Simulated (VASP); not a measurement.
Write the native input for VASP 6.6.1 that does the following.

| Item | Value |
| --- | --- |
| Task | single point |
| Functional | PBE |
| Dispersion | D3(BJ) |
| Potentials or basis | VASP PAW PBE potentials, release 64 (Te, Mo_sv) |
| Cutoff | 520 eV |
| k mesh | 9 × 9 × 1 |
| Occupations | gaussian, width 0.05 eV |
| Spin | no spin polarisation |
| Dipole correction | yes |
| Further INCAR settings | ALGO = Normal; EDIFF = 1e-06; NBANDS = 35 |

The structure of Te2Mo lies in POSCAR:

```
Te2Mo
1.0
    3.5038816881      0.0000000000      0.0000000000
   -1.7519408440      3.0344505538      0.0000000000
    0.0000000000      0.0000000000     24.7677198395
Te Mo
4 2
Direct
    0.3333333333      0.6666666667      0.1816881017
    0.3333333333      0.6666666667      0.3284056818
    0.5000000000      0.6666666667      0.5032300107
    0.5000000000      0.6666666667      0.6499475908
    0.6666666667      0.3333333333      0.2550468917
    0.8333333333      0.3333333333      0.5765888008
```

The input as run:

INCAR

```
SYSTEM = Te2Mo
  PREC = Accurate
  ENCUT = 520
  EDIFF = 1E-6
  ISMEAR = 0
  SIGMA = 0.05
  LREAL = .FALSE.
  LASPH = .TRUE.
  NELM = 100
  ALGO = Normal
  ISIF = 2
  LWAVE = .FALSE.
  LCHARG = .FALSE.
  LDIPOL = .TRUE.
  IDIPOL = 3
  DIPOL = 0.5 0.5 0.416
  GGA = PE
  IVDW = 12
  NBANDS = 35
```

KPOINTS

```
regular mesh
0
G
  9 9 1
  0 0 0
```

Potentials or basis: VASP PAW PBE potentials, release 64 (Te, Mo_sv).

Command:

```sh
$ cat potpaw_PBE.64/Te/POTCAR potpaw_PBE.64/Mo_sv/POTCAR > POTCAR
$ mpirun -np 1 vasp_std > vasp.out
```

Results of the run:

```json
{"Largest force": "0.090 eV/Å", "Band gap on the k mesh": "1.17 eV, direct", "Dispersion energy per atom": "-0.440 eV"}
```

Caveat: spin-orbit coupling is left out, which moves the levels of the heavy elements.

It took 3.1 min on 1 thread of Intel(R) Xeon(R) 6975P-C (Granite Rapids) (shared host), peak memory 0.48 GiB.
